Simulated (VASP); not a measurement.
# CrGe6Mo2 (I4/mmm) in VASP: single point with PBE

Aim: the single point of CrGe6Mo2 with PBE.

Everything below comes from runs of VASP 6.6.1. Logs are shortened: lines on timing, memory, paths and dates and some standing lists are left out, and cuts for length are marked.

**1. The cell of the first run**

The structure is tetragonal, space group I4/mmm (No. 139). Conventional cell: a = 3.308 Å, b = 3.308 Å, c = 24.613 Å, α = 90.00°, β = 90.00°, γ = 90.00°. Cr (site symmetry 4/mmm) has 10 Ge at 2.66 to 2.72 Å and 4 Cr at 3.31 Å within 3.5 Å. Within 3.6 Å of Ge (site symmetry 4mm) lie 5 Mo at 2.70 to 2.82 Å and 9 Ge at 2.70 to 3.31 Å. Within 3.6 Å of Ge (site symmetry 4mm) lie 9 Ge at 2.70 to 3.31 Å and 4 Mo at 2.70 Å and 1 Cr at 2.72 Å. Ge (site symmetry 4mm) has 9 Ge at 2.55 to 3.31 Å and 4 Cr at 2.66 Å and 1 Mo at 2.80 Å within 3.4 Å. Mo (site symmetry 4mm) has 10 Ge at 2.70 to 2.82 Å and 4 Mo at 3.31 Å within 3.6 Å.

**2. Single point, PBE**

File INCAR:

```
PREC = Accurate
ENCUT = 520
EDIFF = 1E-6
ISMEAR = 0
SIGMA = 0.2
LREAL = False
LASPH = True
NELM = 100
ALGO = Fast
ISIF = 2
LWAVE = False
LCHARG = True
GGA = PE
LELF = True
LVHAR = True
NBANDS = 72
```

File KPOINTS:

```
Automatic mesh
0
Gamma
  6 6 6
```

File POSCAR:

```
CrGe6Mo2
1.0
    0.0000000000     -3.3076196000      0.0000000000
    3.3076196000      0.0000000000      0.0000000000
   -1.6538098000      1.6538098000     12.3064795000
Cr Ge Mo
1 6 2
Direct
    0.0000000000      0.0000000000      0.0000000000
    0.2200420000      0.2200420000      0.4400840000
    0.8895980000      0.8895980000      0.7791960000
    0.5518370000      0.5518370000      0.1036740000
    0.1104020000      0.1104020000      0.2208040000
    0.7799580000      0.7799580000      0.5599160000
    0.4481630000      0.4481630000      0.8963260000
    0.6655740000      0.6655740000      0.3311480000
    0.3344260000      0.3344260000      0.6688520000
```

Potentials or basis: VASP PAW PBE potentials, release 64 (Cr_pv, Ge_d, Mo_sv).

Launch:

```bash
cat potpaw_PBE.64/Cr_pv/POTCAR potpaw_PBE.64/Ge_d/POTCAR potpaw_PBE.64/Mo_sv/POTCAR > POTCAR
mpirun -np 1 vasp_std > vasp.out
```

OUTCAR:

```text
PREC = Accurate
   ENCUT = 520
   EDIFF = 1E-6
   ISMEAR = 0
   LREAL = False
   LASPH = True
   NELM = 100
   ISIF = 2
   GGA = PE

 ion  position               nearest neighbor table
   1  0.000  0.000  0.000-   4 2.66   4 2.66   4 2.66   4 2.66   7 2.66   7 2.66   7 2.66   7 2.66
                             3 2.72   5 2.72
   2  0.220  0.220  0.440-   8 2.70   8 2.70   8 2.70   8 2.70   5 2.70   6 2.76   6 2.76   6 2.76
                             6 2.76   9 2.82
   3  0.890  0.890  0.779-   6 2.70   9 2.70   9 2.70   9 2.70   9 2.70   1 2.72   7 2.75   7 2.75
                             7 2.75   7 2.75
   4  0.552  0.552  0.104-   7 2.55   1 2.66   1 2.66   1 2.66   1 2.66   5 2.75   5 2.75   5 2.75
                             5 2.75   8 2.80
   5  0.110  0.110  0.221-   2 2.70   8 2.70   8 2.70   8 2.70   8 2.70   1 2.72   4 2.75   4 2.75
                             4 2.75   4 2.75
   6  0.780  0.780  0.560-   9 2.70   9 2.70   9 2.70   9 2.70   3 2.70   2 2.76   2 2.76   2 2.76
                             2 2.76   8 2.82
   7  0.448  0.448  0.896-   4 2.55   1 2.66   1 2.66   1 2.66   1 2.66   3 2.75   3 2.75   3 2.75
                             3 2.75   9 2.80
   8  0.666  0.666  0.331-   2 2.70   2 2.70   2 2.70   2 2.70   5 2.70   5 2.70   5 2.70   5 2.70
                             4 2.80   6 2.82
   9  0.334  0.334  0.669-   6 2.70   6 2.70   6 2.70   6 2.70   3 2.70   3 2.70   3 2.70   3 2.70
                             7 2.80   2 2.82

  LATTYP: Found a body centered tetragonal cell.
 ALAT       =     3.3076196000
 C/A-ratio  =     7.4412907095

  Lattice vectors:

 A1 = (  -1.6538098000,  -1.6538098000, -12.3064795000)
 A2 = (   1.6538098000,   1.6538098000, -12.3064795000)
 A3 = (   1.6538098000,  -1.6538098000,  12.3064795000)

Analysis of symmetry for initial positions (statically):
=====================================================================
 Subroutine PRICEL returns:
 Original cell was already a primitive cell.

 Routine SETGRP: Setting up the symmetry group for a
 body centered tetragonal supercell.

 Subroutine GETGRP returns: Found 16 space group operations
 (whereof 16 operations were pure point group operations)
 out of a pool of 16 trial point group operations.

The static configuration has the point symmetry D_4h.

Analysis of symmetry for dynamics (positions and initial velocities):
=====================================================================
 Subroutine PRICEL returns:
 Original cell was already a primitive cell.

 Routine SETGRP: Setting up the symmetry group for a
 body centered tetragonal supercell.

 Subroutine GETGRP returns: Found 16 space group operations
 (whereof 16 operations were pure point group operations)
 out of a pool of 16 trial point group operations.

The dynamic configuration has the point symmetry D_4h.

 Subroutine INISYM returns: Found 16 space group operations
 (whereof 16 operations are pure point group operations),
 and found     1 'primitive' translations

----------------------------------------------------------------------------------------

                                     Primitive cell

  volume of cell :     134.6372

  direct lattice vectors                    reciprocal lattice vectors
     0.000000000 -3.307619600  0.000000000     0.000000000 -0.302332227  0.040629004
     3.307619600  0.000000000  0.000000000     0.302332227  0.000000000  0.040629004
    -1.653809800  1.653809800 12.306479500     0.000000000  0.000000000  0.081258007

  length of vectors
     3.307619600  3.307619600 12.526755821     0.305049982  0.305049982  0.081258007

  position of ions in fractional coordinates (direct lattice)
     0.000000000  0.000000000  0.000000000
     0.220042000  0.220042000  0.440084000
     0.889598000  0.889598000  0.779196000
     0.551837000  0.551837000  0.103674000
     0.110402000  0.110402000  0.220804000
     0.779958000  0.779958000  0.559916000
     0.448163000  0.448163000  0.896326000
     0.665574000  0.665574000  0.331148000
     0.334426000  0.334426000  0.668852000

  ion indices of the primitive-cell ions
   primitive index   ion index
                 1           1
                 2           2
                 3           3
                 4           4
                 5           5
                 6           6
                 7           7
                 8           8
                 9           9

----------------------------------------------------------------------------------------

 KPOINTS: Automatic mesh

Automatic generation of k-mesh.
 Grid dimensions read from file:
 generate k-points for:    6    6    6

 Generating k-lattice:

  Cartesian coordinates                     Fractional coordinates (reciprocal lattice)
     0.000000000 -0.050388705  0.006771501     0.166666667  0.000000000  0.000000000
     0.050388705  0.000000000  0.006771501     0.000000000  0.166666667  0.000000000
     0.000000000  0.000000000  0.013543001     0.000000000  0.000000000  0.166666667

  Length of vectors
     0.050841664  0.050841664  0.013543001

  Shift w.r.t. Gamma in fractional coordinates (k-lattice)
     0.000000000  0.000000000  0.000000000

 Subroutine IBZKPT returns following result:
 ===========================================

 Found     30 irreducible k-points:

 Following reciprocal coordinates:
            Coordinates               Weight
  0.000000  0.000000  0.000000      1.000000
  0.166667  0.000000 -0.000000      8.000000
  0.333333  0.000000 -0.000000      8.000000
  0.500000  0.000000  0.000000      4.000000
  0.166667  0.166667 -0.000000      8.000000
  0.333333  0.166667 -0.000000     16.000000
[... 16 lines left out ...]
 -0.333333  0.333333  0.166667      8.000000
  0.500000  0.500000  0.166667      4.000000
 [... further k-points ...]
   k-points           NKPTS =     30   k-points in BZ     NKDIM =     30   number of bands    NBANDS=     72
   number of dos      NEDOS =    301   number of ions     NIONS =      9
   total plane-waves  NPLWV =  75264
   dimension x,y,z NGX =    28 NGY =   28 NGZ =   96
   dimension x,y,z NGXF=    56 NGYF=   56 NGZF=  192
   ions per type =               1   6   2
   NGX,Y,Z   is equivalent  to a cutoff of  14.07, 14.07, 12.74 a.u.
   NGXF,Y,Z  is equivalent  to a cutoff of  28.15, 28.15, 25.48 a.u.
 SYSTEM =  unknown system
   PREC   = accura    normal or accurate (medium, high low for compatibility)
   ISTART =      0    job   : 0-new  1-cont  2-samecut
   ICHARG =      2    charge: 1-file 2-atom 10-const
   ISPIN  =      1    spin polarized calculation?
   LNONCOLLINEAR =      F non collinear calculations
   LSORBIT =      F    spin-orbit coupling
   LASPH  =      T    aspherical Exc in radial PAW
   ENCUT  =  520.0 eV  38.22 Ry    6.18 a.u.   6.15  6.15 23.29*2*pi/ulx,y,z
   NELM   =    100;   NELMIN=  2; NELMDL= -5     # of ELM steps
   EDIFF  = 0.1E-05   stopping-criterion for ELM
   LREAL  =      F    real-space projection
   EDIFFG = 0.1E-04   stopping-criterion for IOM
   NSW    =      0    number of steps for IOM
   IBRION =     -1    ionic relax: 0-MD 1-quasi-New 2-CG
   NFREE  =      0    steps in history (QN), initial steepest desc. (CG)
   ISIF   =      2    stress and relaxation
   ISYM   =      2    0-nonsym 1-usesym 2-fastsym
   POTIM  = 0.5000    time-step for ionic-motion
   TEBEG  =    0.0;   TEEND  =   0.0 temperature during run
   PSTRESS=    0.0 pullay stress
   NELECT =     124.0000    total number of electrons
   NUPDOWN=      -1.0000    fix difference up-down
   EMIN   =  10.00;   EMAX   =-10.00  energy-range for DOS
   EFERMI =   0.00;   METHOD = LEGACY
   ISMEAR =     0;   SIGMA  =   0.20  broadening in eV -4-tet -1-fermi 0-gaus
   EFERMI_NEDOS =   21; number of points for ismear=-14 and -15
   IALGO  =     68    algorithm
   IMIX   =      4    mixing-type and parameters
     AMIX     =   0.40;   BMIX     =  1.00
     AMIX_MAG =   1.60;   BMIX_MAG =  1.00
  volume/ion in A,a.u.               =      14.96       100.95
  Fermi-wavevector in a.u.,A,eV,Ry     =   1.592797  3.009950 34.518009  2.537002
  Thomas-Fermi vector in A             =   2.691126
   LORBIT       =      0    0 simple, 1 ext, 2 COOP (PROOUT), +10 PAW based schemes
   GGA     = PE    functional components
   LHFCALC =     F    Hartree Fock is set to
   AEXX    =    0.0000 exact exchange contribution
   IVDW    =     0    specifies the selected vdW correction
   LEPSILON=     F    determine dielectric tensor
   LRPA    =     F    only Hartree local field effects (RPA)
 non-spin polarized calculation
 RMM-DIIS sequential band-by-band and
 Gauss-broadening in eV      SIGMA  =   0.20
  energy-cutoff  :      520.00
  volume of cell :      134.64
 maximum number of plane-waves:      3664
 NGX is ok and might be reduce to    28
   NGX = 13   NGY = 13   NGZ = 47

 number of electron     123.9999994 magnetization

 Free energy of the ion-electron system (eV)
  ---------------------------------------------------
  ext. energy  EPLUGINS =         0.00000000
  ---------------------------------------------------
  free energy    TOTEN  =       -59.08787360 eV

  energy without entropy =      -59.03583366  energy(sigma->0) =      -59.06185363

 E-fermi :   9.9742     XC(G=0): -12.7319

 val. band max:        9.9729680679   @ k =   0.0000   0.0000   0.5000
 cond. band min:       9.9904650038   @ k =  -0.3333   0.5000   0.1667
 fundamental gap:      0.0174969360
 Fermi energy:         9.9741770502

 k-point     1 :       0.0000    0.0000    0.0000
  band No.  band energies     occupation
      1     -50.8576      2.00000
      2     -50.8575      2.00000
      3     -33.0163      2.00000
      4     -33.0163      2.00000
      5     -32.8940      2.00000
      6     -24.9977      2.00000
[... 64 lines left out ...]
     71      13.6304      0.00000
     72      13.6355      0.00000

 k-point     2 :       0.1667    0.0000   -0.0000
  band No.  band energies     occupation
      1     -50.8548      2.00000
      2     -50.8547      2.00000
      3     -33.0253      2.00000
      4     -33.0155      2.00000
      5     -32.8931      2.00000
      6     -24.9920      2.00000
[... 64 lines left out ...]
     71      13.1593      0.00000
     72      14.2893      0.00000

 k-point     3 :       0.3333    0.0000   -0.0000
  band No.  band energies     occupation
      1     -50.8491      2.00000
      2     -50.8490      2.00000
      3     -33.0432      2.00000
      4     -33.0139      2.00000
      5     -32.8911      2.00000
      6     -25.0552      2.00000
[... 1564 lines left out ...]
     71      12.8181      0.00000
     72      13.1013      0.00000

 k-point    24 :       0.5000    0.5000    0.1667
  band No.  band energies     occupation
      1     -50.8351      2.00000
      2     -50.8351      2.00000
      3     -33.0477      2.00000
      4     -33.0477      2.00000
      5     -32.8870      2.00000
      6     -25.0740      2.00000
[... 64 lines left out ...]
     71      12.6664      0.00000
     72      12.7816      0.00000

 [... further k-points ...]

------------------------ aborting loop because EDIFF is reached ----------------------------------------

  FORCE on cell =-STRESS in cart. coord.  units (eV):
  Direction    XX          YY          ZZ          XY          YZ          ZX
  --------------------------------------------------------------------------------------
  -------------------------------------------------------------------------------------
  Total        0.1678546      0.1678546      0.4722249      0.0000000      0.0000000     -0.0000000
  in kB        1.9974636      1.9974636      5.6194594      0.0000000      0.0000000     -0.0000000
  external PRESSURE =       3.2047955 kB  Pullay stress =       0.0000000 kB

 VOLUME and BASIS-vectors are now :
 -----------------------------------------------------------------------------
  energy-cutoff  :      520.00
  volume of cell :      134.64
      direct lattice vectors                 reciprocal lattice vectors
     0.000000000 -3.307619600  0.000000000     0.000000000 -0.302332227  0.040629004
     3.307619600  0.000000000  0.000000000     0.302332227  0.000000000  0.040629004
    -1.653809800  1.653809800 12.306479500     0.000000000  0.000000000  0.081258007

 POSITION                                       TOTAL-FORCE (eV/Angst)
 -----------------------------------------------------------------------------------
      0.00000      0.00000      0.00000        -0.000000      0.000000     -0.000000
      0.00000      0.00000      5.41588        -0.000000      0.000000      0.012145
      1.65381     -1.65381      9.58916         0.000000      0.000000      0.021490
      1.65381     -1.65381      1.27586        -0.000000      0.000000      0.012136
      0.00000      0.00000      2.71732         0.000000      0.000000     -0.021490
      1.65381     -1.65381      6.89059         0.000000     -0.000000     -0.012145
      0.00000      0.00000     11.03062         0.000000     -0.000000     -0.012136
      1.65381     -1.65381      4.07527         0.000000      0.000000      0.008752
      0.00000      0.00000      8.23121         0.000000      0.000000     -0.008752
 -----------------------------------------------------------------------------------
    total drift:                               -0.000000      0.000000      0.000000

  FREE ENERGIE OF THE ION-ELECTRON SYSTEM (eV)
  ---------------------------------------------------
  free  energy   TOTEN  =       -59.0878736038 eV

  energy  without entropy=      -59.0358336576  energy(sigma->0) =      -59.06185363
```

Wall time 14 min (1 thread of Oxide Virtual Turin-like, shared host); peak memory 0.38 GiB.

Results:

- Free energy: -59.0879 eV
- Pressure: 0.3 GPa
- Largest force: 0.021 eV/Å
- Band gap on the k mesh: zero (bands 62 and 63 overlap by 0.57 eV)

Forces on the atoms (eV/Å):
```
Cr   0.000  0.000  0.000
Ge   0.000  0.000  0.012
Ge   0.000  0.000  0.021
Ge   0.000  0.000  0.012
Ge   0.000  0.000 -0.021
Ge   0.000  0.000 -0.012
Ge   0.000  0.000 -0.012
Mo   0.000  0.000  0.009
Mo   0.000  0.000 -0.009
```

Caveat: the run has no spin polarisation, though such a crystal can be magnetic.
